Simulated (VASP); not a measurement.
Set up this calculation in VASP 6.6.1, as the native input.

| Quantity | Value |
| --- | --- |
| Task | single point |
| Functional | PBEsol |
| Dispersion | D4 |
| Potentials or basis | VASP PAW PBE potentials, release 64 (P) |
| Cutoff | 500 eV |
| k mesh | 18 × 18 × 18 |
| Occupations | gaussian, width 0.1 eV |
| Spin | no spin polarisation |
| Dipole correction | no |
| Further INCAR settings | ALGO = Normal; EDIFF = 1e-06; NBANDS = 8 |

The structure of P lies in POSCAR:

```
P
1.0
    2.4008045805      0.0000000000      0.0000000000
    0.0000000000      2.4008045805      0.0000000000
    0.0000000000      0.0000000000      2.4008045805
P
1
Direct
    0.0000000000      0.0000000000      0.0000000000
```

This isn't the form of P at room conditions, which is orthorhombic.

These files were run (other wordings do the same):

INCAR

```
ALGO = Normal
EDIFF = 1E-6
ENCUT = 500
GGA = PS
GGA_COMPAT = F
ISIF = 2
ISMEAR = 0
IVDW = 13
LASPH = T
LCHARG = F
LREAL = F
LWAVE = F
NBANDS = 8
NELM = 120
PREC = Accurate
SIGMA = 0.1
```

KPOINTS

```
k-points
0
Gamma
  18 18 18
```

Potentials or basis: VASP PAW PBE potentials, release 64 (P).

The run is started by

```bash
$ cat potpaw_PBE.64/P/POTCAR > POTCAR
$ mpirun -np 1 vasp_std > vasp.out
```

Results of the run:

| Property | Result |
| --- | --- |
| Pressure | 0.1 GPa |
| Band gap on the k mesh | zero (an odd number of electrons rules out a gap without spin polarisation) |
| Dispersion energy per atom | -0.297 eV |

Caveat: the PAW data sets were made with another functional, which shifts forces and pressure a little.

It took 8 s on 1 thread of Intel(R) Xeon(R) 6975P-C (Granite Rapids), with other jobs on the host, peak memory 0.12 GiB.
